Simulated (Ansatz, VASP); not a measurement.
ZnMo3: VASP beside Ansatz

The input POSCAR:

```
ZnMo3
1.0
    3.9431540000      0.0000000000      0.0000000000
    0.0000000000      3.9431540000      0.0000000000
    0.0000000000      0.0000000000      3.9431540000
Mo Zn
3 1
Direct
    0.5000000000      0.5000000000      0.0000000000
    0.5000000000      0.0000000000      0.5000000000
    0.0000000000      0.5000000000      0.5000000000
    0.0000000000      0.0000000000      0.0000000000
```

Contents of INCAR.step1:

```
SYSTEM = ZnMo3
PREC = Accurate ; ENCUT = 520
EDIFF = 1E-5 ; ISMEAR = -1
SIGMA = 0.05 ; LREAL = .FALSE.
LASPH = .TRUE. ; NELM = 80
ALGO = Normal ; ISIF = 2
LWAVE = .TRUE. ; LCHARG = .FALSE.
NBANDS = 35 ; GGA = PE
KPAR = 4
```

Contents of INCAR.step2:

```
SYSTEM = ZnMo3
PREC = Accurate ; ENCUT = 520
EDIFF = 1E-7 ; ISMEAR = -1
SIGMA = 0.05 ; LREAL = .FALSE.
LASPH = .TRUE. ; NELM = 80
ALGO = Normal ; ISIF = 2
LWAVE = .FALSE. ; LCHARG = .FALSE.
GGA = PE ; LHFCALC = .TRUE.
AEXX = 0.25 ; PRECFOCK = Normal
NBANDS = 35 ; ISTART = 1
KPAR = 4
```

KPOINTS

```
Automatic mesh
0
G
  4 4 4
  0 0 0
```

Contents of input.yaml:

```yaml
crystal:
  lattice:
    - [3.943154, 0.0, 0.0]
    - [0.0, 3.943154, 0.0]
    - [0.0, 0.0, 3.943154]
  atoms:
    - { symbol: Mo, position: [0.5, 0.5, 0.0] }
    - { symbol: Mo, position: [0.5, 0.0, 0.5] }
    - { symbol: Mo, position: [0.0, 0.5, 0.5] }
    - { symbol: Zn, position: [0.0, 0.0, 0.0] }
hamiltonian:
  xc: pbe0
  pseudopotentials: { kind: paw }
kpoints:
  mp_grid: { grid: [4, 4, 4] }
scf:
  occupations: { method: fermi_dirac, width: 0.05 }
  n_extra_bands: 10
output:
  forces: true
  stress: true
  eigenvalues: true
  dos: { projected: true, de: 0.05 }
  write_density: true
  write_potential: true
  elf: true
  volumetric_format: npy
```

Alike in both runs: functional PBE0; k mesh 4 × 4 × 4; occupations fermi-dirac, width 0.05 eV; no spin polarisation.

```csv
,VASP,Ansatz
version,VASP 6.6.1,Ansatz 0.2.0
potentials or method,"VASP PAW PBE potentials, release 64 (Mo_sv, Zn)",Ansatz PAW
plane-wave cutoff (eV),520,420
valence electrons in the cell,54,54
task,single point,projected density of states
```

Ansatz gave:

* gap on the k mesh at the Fermi level (eV): none
* pressure (GPa): -6.6

**Question.** What did VASP give for the same quantities?

**Answer.** gap on the k mesh at the Fermi level (eV): none; pressure (GPa): -6.1.

A gap of «none» marks a metal or a gap that the smearing closes.

The k mesh is coarse, so the values compare programs but aren't converged.
